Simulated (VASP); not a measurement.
# NaCl (F-43m) in VASP: a series of runs

NaCl is run at these levels: r2SCAN; tasks: single point.

Everything below comes from runs of VASP 6.6.1. Logs are shortened: lines on timing, memory, paths and dates and some standing lists are left out, and cuts for length are marked.

## Step 1: The cell of the first run

The structure is cubic, space group F-43m (No. 216). The conventional cell has a = 6.112 Å, b = 6.112 Å, c = 6.112 Å, α = 90.00°, β = 90.00°, γ = 90.00°. Within 3.5 Å of Na (site symmetry -43m) lie 4 Cl at 2.65 Å. Within 3.5 Å of Cl (site symmetry -43m) lie 4 Na at 2.65 Å.

## Step 2: Single point, r2SCAN (volume changed by -3%)

POSCAR

```
NaCl
1.0
    0.0000000000      3.0560860811      3.0560860811
    3.0560860811      0.0000000000      3.0560860811
    3.0560860811      3.0560860811      0.0000000000
Na Cl
1 1
Direct
    0.0000000000      0.0000000000      0.0000000000
    0.2500000000      0.2500000000      0.2500000000
```

INCAR.step1

```
PREC     = Accurate       # precision mode
ENCUT    = 520            # plane-wave cutoff, eV
ISMEAR   = 0              # smearing method
SIGMA    = 0.01           # smearing width, eV
LREAL    = F              # projectors in reciprocal space
LASPH    = T              # aspherical terms in the spheres
NELM     = 80             # most SCF steps
NBANDS   = 14             # bands
GGA      = PE             # functional
ALGO     = Normal         # electronic algorithm
EDIFF    = 1E-4           # SCF threshold, eV
LWAVE    = T              # write WAVECAR
LCHARG   = F              # write CHGCAR
```

INCAR.step2

```
PREC     = Accurate       # precision mode
ENCUT    = 520            # plane-wave cutoff, eV
EDIFF    = 1E-6           # SCF threshold, eV
ISMEAR   = 0              # smearing method
SIGMA    = 0.01           # smearing width, eV
LREAL    = F              # projectors in reciprocal space
LASPH    = T              # aspherical terms in the spheres
NELM     = 80             # most SCF steps
ALGO     = Normal         # electronic algorithm
ISIF     = 2              # what is computed and relaxed
LWAVE    = F              # write WAVECAR
LCHARG   = T              # write CHGCAR
METAGGA  = R2SCAN         # meta-GGA
LMIXTAU  = T            
LELF     = T              # ELF
LVHAR    = T            
NBANDS   = 14             # bands
ISTART   = 1
```

KPOINTS

```
Automatic mesh
0
Gamma
  6 6 6
```

Potentials or basis: VASP PAW PBE potentials, release 64 (Na_pv, Cl).

Command:

```bash
> cat potpaw_PBE.64/Na_pv/POTCAR potpaw_PBE.64/Cl/POTCAR > POTCAR
> cp INCAR.step1 INCAR
> mpirun -np 1 vasp_std > vasp.out
> cp INCAR.step2 INCAR
> mpirun -np 1 vasp_std > vasp.out
```

OUTCAR:

```text
PREC = Accurate
   ENCUT = 520
   EDIFF = 1E-6
   ISMEAR = 0
   LREAL = F
   LASPH = T
   NELM = 80
   ISIF = 2
   METAGGA = R2SCAN
   ISTART = 1

 ion  position               nearest neighbor table
   1  0.000  0.000  0.000-   2 2.65   2 2.65   2 2.65   2 2.65
   2  0.250  0.250  0.250-   1 2.65   1 2.65   1 2.65   1 2.65

  LATTYP: Found a face centered cubic cell.
 ALAT       =     6.1121721622

  Lattice vectors:

 A1 = (   0.0000000000,   3.0560860811,   3.0560860811)
 A2 = (   3.0560860811,   0.0000000000,   3.0560860811)
 A3 = (   3.0560860811,   3.0560860811,   0.0000000000)

Analysis of symmetry for initial positions (statically):
=====================================================================
 Subroutine PRICEL returns:
 Original cell was already a primitive cell.

 Routine SETGRP: Setting up the symmetry group for a
 face centered cubic supercell.

 Subroutine GETGRP returns: Found 24 space group operations
 (whereof 24 operations were pure point group operations)
 out of a pool of 48 trial point group operations.

The static configuration has the point symmetry T_d .

Analysis of symmetry for dynamics (positions and initial velocities):
=====================================================================
 Subroutine PRICEL returns:
 Original cell was already a primitive cell.

 Routine SETGRP: Setting up the symmetry group for a
 face centered cubic supercell.

 Subroutine GETGRP returns: Found 24 space group operations
 (whereof 24 operations were pure point group operations)
 out of a pool of 48 trial point group operations.

The dynamic configuration has the point symmetry T_d .

 Subroutine INISYM returns: Found 24 space group operations
 (whereof 24 operations are pure point group operations),
 and found     1 'primitive' translations

----------------------------------------------------------------------------------------

                                     Primitive cell

  volume of cell :      57.0856

  direct lattice vectors                    reciprocal lattice vectors
     0.000000000  3.056086081  3.056086081    -0.163607957  0.163607957  0.163607957
     3.056086081  0.000000000  3.056086081     0.163607957 -0.163607957  0.163607957
     3.056086081  3.056086081  0.000000000     0.163607957  0.163607957 -0.163607957

  length of vectors
     4.321958384  4.321958384  4.321958384     0.283377294  0.283377294  0.283377294

  position of ions in fractional coordinates (direct lattice)
     0.000000000  0.000000000  0.000000000
     0.250000000  0.250000000  0.250000000

  ion indices of the primitive-cell ions
   primitive index   ion index
                 1           1
                 2           2

----------------------------------------------------------------------------------------

 KPOINTS: Automatic mesh

Automatic generation of k-mesh.
 Grid dimensions read from file:
 generate k-points for:    6    6    6

 Generating k-lattice:

  Cartesian coordinates                     Fractional coordinates (reciprocal lattice)
    -0.027267993  0.027267993  0.027267993     0.166666667  0.000000000  0.000000000
     0.027267993 -0.027267993  0.027267993     0.000000000  0.166666667  0.000000000
     0.027267993  0.027267993 -0.027267993     0.000000000  0.000000000  0.166666667

  Length of vectors
     0.047229549  0.047229549  0.047229549

  Shift w.r.t. Gamma in fractional coordinates (k-lattice)
     0.000000000  0.000000000  0.000000000

 Subroutine IBZKPT returns following result:
 ===========================================

 Found     16 irreducible k-points:

 Following reciprocal coordinates:
            Coordinates               Weight
  0.000000  0.000000  0.000000      1.000000
  0.166667  0.000000  0.000000      8.000000
  0.333333  0.000000  0.000000      8.000000
  0.500000  0.000000  0.000000      4.000000
  0.166667  0.166667  0.000000      6.000000
  0.333333  0.166667  0.000000     24.000000
[... 8 lines left out ...]
 -0.333333  0.333333  0.166667     24.000000
 -0.333333  0.500000  0.166667     12.000000
   k-points           NKPTS =     16   k-points in BZ     NKDIM =     16   number of bands    NBANDS=     14
   number of dos      NEDOS =    301   number of ions     NIONS =      2
   total plane-waves  NPLWV =  32768
   dimension x,y,z NGX =    32 NGY =   32 NGZ =   32
   dimension x,y,z NGXF=    64 NGYF=   64 NGZF=   64
   ions per type =               1   1
   NGX,Y,Z   is equivalent  to a cutoff of  12.31, 12.31, 12.31 a.u.
   NGXF,Y,Z  is equivalent  to a cutoff of  24.62, 24.62, 24.62 a.u.
 SYSTEM =  unknown system
   PREC   = accura    normal or accurate (medium, high low for compatibility)
   ISTART =      1    job   : 0-new  1-cont  2-samecut
   ICHARG =      0    charge: 1-file 2-atom 10-const
   ISPIN  =      1    spin polarized calculation?
   LNONCOLLINEAR =      F non collinear calculations
   LSORBIT =      F    spin-orbit coupling
   LASPH  =      T    aspherical Exc in radial PAW
   ENCUT  =  520.0 eV  38.22 Ry    6.18 a.u.   8.04  8.04  8.04*2*pi/ulx,y,z
   NELM   =     80;   NELMIN=  2; NELMDL=  0     # of ELM steps
   EDIFF  = 0.1E-05   stopping-criterion for ELM
   LREAL  =      F    real-space projection
   EDIFFG = 0.1E-04   stopping-criterion for IOM
   NSW    =      0    number of steps for IOM
   IBRION =     -1    ionic relax: 0-MD 1-quasi-New 2-CG
   NFREE  =      0    steps in history (QN), initial steepest desc. (CG)
   ISIF   =      2    stress and relaxation
   ISYM   =      2    0-nonsym 1-usesym 2-fastsym
   POTIM  = 0.5000    time-step for ionic-motion
   TEBEG  =    0.0;   TEEND  =   0.0 temperature during run
   PSTRESS=    0.0 pullay stress
   NELECT =      14.0000    total number of electrons
   NUPDOWN=      -1.0000    fix difference up-down
   EMIN   =  10.00;   EMAX   =-10.00  energy-range for DOS
   EFERMI =   0.00;   METHOD = LEGACY
   ISMEAR =     0;   SIGMA  =   0.01  broadening in eV -4-tet -1-fermi 0-gaus
   EFERMI_NEDOS =   21; number of points for ismear=-14 and -15
   IALGO  =     38    algorithm
   IMIX   =      4    mixing-type and parameters
     AMIX     =   0.40;   BMIX     =  1.00
     AMIX_MAG =   1.60;   BMIX_MAG =  1.00
  volume/ion in A,a.u.               =      28.54       192.62
  Fermi-wavevector in a.u.,A,eV,Ry     =   1.024728  1.936455 14.287035  1.050067
  Thomas-Fermi vector in A             =   2.158531
   LORBIT       =      0    0 simple, 1 ext, 2 COOP (PROOUT), +10 PAW based schemes
   METAGGA = R2SCAN    functional components
   LHFCALC =     F    Hartree Fock is set to
   AEXX    =    0.0000 exact exchange contribution
   IVDW    =     0    specifies the selected vdW correction
   LEPSILON=     F    determine dielectric tensor
   LRPA    =     F    only Hartree local field effects (RPA)
 non-spin polarized calculation
 Gauss-broadening in eV      SIGMA  =   0.01
  energy-cutoff  :      520.00
  volume of cell :       57.09
 maximum number of plane-waves:      1572
   NGX = 17   NGY = 17   NGZ = 17

 number of electron      13.9999995 magnetization

 Free energy of the ion-electron system (eV)
  ---------------------------------------------------
  ext. energy  EPLUGINS =         0.00000000
  ---------------------------------------------------
  free energy    TOTEN  =       -13.55991773 eV

  energy without entropy =      -13.55991773  energy(sigma->0) =      -13.55991773

 E-fermi :  -2.6407     XC(G=0):  -7.3893

 val. band max:       -2.7223754588   @ k =   0.0000   0.0000   0.0000
 cond. band min:       2.9173516187   @ k =   0.0000   0.0000   0.0000
 fundamental gap:      5.6397270776
 Fermi energy:        -2.6406907019

 k-point     1 :       0.0000    0.0000    0.0000
  band No.  band energies     occupation
      1     -23.9395      2.00000
      2     -23.9391      2.00000
      3     -23.9391      2.00000
      4     -15.4225      2.00000
      5      -2.7224      2.00000
      6      -2.7224      2.00000
      7      -2.7224      2.00000
      8       2.9174      0.00000
      9       9.4452      0.00000
     10       9.4452      0.00000
     11       9.4455      0.00000
     12      11.0908      0.00000
     13      11.0908      0.00000
     14      13.6922      0.00000

 k-point     2 :       0.1667    0.0000    0.0000
  band No.  band energies     occupation
      1     -23.9434      2.00000
      2     -23.9399      2.00000
      3     -23.9395      2.00000
      4     -15.3829      2.00000
      5      -3.0476      2.00000
      6      -2.7464      2.00000
      7      -2.7464      2.00000
      8       3.5421      0.00000
      9       8.7942      0.00000
     10       9.5291      0.00000
     11       9.5293      0.00000
     12      10.6687      0.00000
     13      10.6688      0.00000
     14      12.5343      0.00000

 k-point     3 :       0.3333    0.0000    0.0000
  band No.  band energies     occupation
      1     -23.9519      2.00000
      2     -23.9408      2.00000
      3     -23.9405      2.00000
      4     -15.3024      2.00000
      5      -3.5852      2.00000
      6      -2.7933      2.00000
      7      -2.7933      2.00000
      8       4.8328      0.00000
      9       7.6614      0.00000
     10       8.9954      0.00000
     11       8.9955      0.00000
     12      11.6341      0.00000
     13      11.6342      0.00000
     14      12.0831      0.00000

 k-point     4 :       0.5000    0.0000    0.0000
  band No.  band energies     occupation
      1     -23.9561      2.00000
      2     -23.9413      2.00000
      3     -23.9409      2.00000
      4     -15.2615      2.00000
      5      -3.8172      2.00000
      6      -2.8163      2.00000
      7      -2.8162      2.00000
      8       5.7124      0.00000
      9       6.8948      0.00000
     10       8.7094      0.00000
     11       8.7095      0.00000
     12      12.6768      0.00000
     13      13.0995      0.00000
     14      13.0996      0.00000

 k-point     5 :       0.1667    0.1667    0.0000
  band No.  band energies     occupation
      1     -23.9439      2.00000
      2     -23.9404      2.00000
      3     -23.9402      2.00000
      4     -15.3698      2.00000
      5      -3.0489      2.00000
      6      -2.8033      2.00000
      7      -2.8033      2.00000
      8       3.7223      0.00000
      9       8.6337      0.00000
     10       9.3100      0.00000
     11       9.7659      0.00000
[... 140 lines left out ...]
 k-point    14 :       0.5000    0.3333    0.1667
  band No.  band energies     occupation
      1     -23.9540      2.00000
      2     -23.9440      2.00000
      3     -23.9419      2.00000
      4     -15.2496      2.00000
      5      -3.5440      2.00000
      6      -3.1184      2.00000
      7      -2.9115      2.00000
      8       5.4402      0.00000
      9       7.3834      0.00000
     10       8.0650      0.00000
     11       9.7217      0.00000
     12      11.1002      0.00000
     13      13.1842      0.00000
     14      13.7400      0.00000

 k-point    15 :      -0.3333    0.3333    0.1667
  band No.  band energies     occupation
      1     -23.9554      2.00000
      2     -23.9453      2.00000
      3     -23.9426      2.00000
      4     -15.2227      2.00000
      5      -3.5454      2.00000
      6      -3.2579      2.00000
      7      -2.9668      2.00000
      8       5.8571      0.00000
      9       7.0677      0.00000
     10       8.3180      0.00000
     11       9.4482      0.00000
     12      11.6352      0.00000
     13      12.6423      0.00000
     14      13.7091      0.00000

 k-point    16 :      -0.3333    0.5000    0.1667
  band No.  band energies     occupation
      1     -23.9563      2.00000
      2     -23.9450      2.00000
      3     -23.9436      2.00000
      4     -15.2097      2.00000
      5      -3.5568      2.00000
      6      -3.2169      2.00000
      7      -3.0680      2.00000
      8       5.3444      0.00000
      9       7.4443      0.00000
     10       8.7479      0.00000
     11       9.3874      0.00000
     12      12.0877      0.00000
     13      13.2814      0.00000
     14      13.6033      0.00000

------------------------ aborting loop because EDIFF is reached ----------------------------------------

  FORCE on cell =-STRESS in cart. coord.  units (eV):
  Direction    XX          YY          ZZ          XY          YZ          ZX
  --------------------------------------------------------------------------------------
  -------------------------------------------------------------------------------------
  Total        0.1851961      0.1851961      0.1851961      0.0000000      0.0000000      0.0000000
  in kB        5.1977522      5.1977522      5.1977522      0.0000000      0.0000000      0.0000000
  external PRESSURE =       5.1977522 kB  Pullay stress =       0.0000000 kB

 VOLUME and BASIS-vectors are now :
 -----------------------------------------------------------------------------
  energy-cutoff  :      520.00
  volume of cell :       57.09
      direct lattice vectors                 reciprocal lattice vectors
     0.000000000  3.056086081  3.056086081    -0.163607957  0.163607957  0.163607957
     3.056086081  0.000000000  3.056086081     0.163607957 -0.163607957  0.163607957
     3.056086081  3.056086081  0.000000000     0.163607957  0.163607957 -0.163607957

 POSITION                                       TOTAL-FORCE (eV/Angst)
 -----------------------------------------------------------------------------------
      0.00000      0.00000      0.00000         0.000000      0.000000     -0.000000
      1.52804      1.52804      1.52804        -0.000000     -0.000000      0.000000
 -----------------------------------------------------------------------------------
    total drift:                               -0.000009     -0.000009     -0.000008

  FREE ENERGIE OF THE ION-ELECTRON SYSTEM (eV)
  ---------------------------------------------------
  free  energy   TOTEN  =       -13.5599177319 eV

  energy  without entropy=      -13.5599177319  energy(sigma->0) =      -13.55991773
```

It took 36 s on 1 thread of AMD EPYC 7R13 (Zen 3), shared host; peak memory 0.15 GiB.

Results:

| Item | Value |
| --- | --- |
| Free energy | -13.5599 eV |
| Pressure | 0.5 GPa |
| Band gap on the k mesh | 5.64 eV, direct |

Levels at points of the mesh, in eV from the valence-band top:
| k point | band 3 | band 4 | band 5 | band 6 | band 7 | band 8 | band 9 | band 10 | band 11 | band 12 |
| --- | --- | --- | --- | --- | --- | --- | --- | --- | --- | --- |
| (0.00, 0.00, 0.00) | -21.22 | -12.70 | 0.00 | 0.00 | 0.00 | 5.64 | 12.17 | 12.17 | 12.17 | 13.81 |
| (0.50, 0.00, 0.00) | -21.22 | -12.54 | -1.09 | -0.09 | -0.09 | 8.43 | 9.62 | 11.43 | 11.43 | 15.40 |
| (0.50, 0.50, 0.00) | -21.22 | -12.49 | -0.99 | -0.31 | -0.31 | 7.51 | 9.85 | 11.84 | 14.29 | 14.29 |

Caveat: the cell differs from its parent crystal (volume changed by -3%); the PAW data sets were made with another functional, which shifts forces and pressure a little.

## Step 3: Single point, r2SCAN

This run uses another cell than the first one, of 29.43 Å³/atom, 1.031 times its volume.

POSCAR

```
NaCl
1.0
    0.0000000000      3.0872727869      3.0872727869
    3.0872727869      0.0000000000      3.0872727869
    3.0872727869      3.0872727869      0.0000000000
Na Cl
1 1
Direct
    0.0000000000      0.0000000000      0.0000000000
    0.2500000000      0.2500000000      0.2500000000
```

INCAR.step1

```
SYSTEM = NaCl
ALGO = Normal ; EDIFF = 1E-4
ENCUT = 520 ; GGA = PE
ISMEAR = 0 ; LASPH = .TRUE.
LCHARG = .FALSE. ; LREAL = .FALSE.
LWAVE = .TRUE. ; NBANDS = 14
NELM = 100 ; PREC = Accurate
SIGMA = 0.01
```

INCAR.step2

```
SYSTEM = NaCl
ALGO = Normal ; EDIFF = 1E-6
ENCUT = 520 ; ISIF = 2
ISMEAR = 0 ; ISTART = 1
LASPH = .TRUE. ; LCHARG = .TRUE.
LELF = .TRUE. ; LMIXTAU = .TRUE.
LREAL = .FALSE. ; LVHAR = .TRUE.
LWAVE = .FALSE. ; METAGGA = R2SCAN
NBANDS = 14 ; NELM = 100
PREC = Accurate ; SIGMA = 0.01
```

KPOINTS

```
k-points
0
G
  6 6 6
  0 0 0
```

Potentials or basis: VASP PAW PBE potentials, release 64 (Na_pv, Cl).

Command:

```bash
> cat potpaw_PBE.64/Na_pv/POTCAR potpaw_PBE.64/Cl/POTCAR > POTCAR
> cp INCAR.step1 INCAR
> mpirun -np 1 vasp_std > vasp.out
> cp INCAR.step2 INCAR
> mpirun -np 1 vasp_std > vasp.out
```

Wall time 36 s (1 thread of AMD EPYC 7R13 (Zen 3), shared host); peak memory 0.15 GiB.

Results (log left out):

| Item | Value |
| --- | --- |
| Free energy | -13.5619 eV |
| Pressure | -0.1 GPa |
| Band gap on the k mesh | 5.57 eV, direct |

Levels at points of the mesh, in eV from the valence-band top:
| k point | band 4 | band 5 | band 6 | band 7 | band 8 | band 9 | band 10 | band 11 |
| --- | --- | --- | --- | --- | --- | --- | --- | --- |
| (0.00, 0.00, 0.00) | -12.66 | 0.00 | 0.00 | 0.00 | 5.57 | 12.07 | 12.07 | 12.07 |
| (0.50, 0.00, 0.00) | -12.52 | -1.04 | -0.09 | -0.09 | 8.34 | 9.47 | 11.36 | 11.36 |
| (0.50, 0.50, 0.00) | -12.47 | -0.94 | -0.30 | -0.30 | 7.49 | 9.80 | 11.59 | 14.07 |

Caveat: the PAW data sets were made with another functional, which shifts forces and pressure a little. r2SCAN opens gaps a little over a GGA but as a rule still falls short of measured ones.
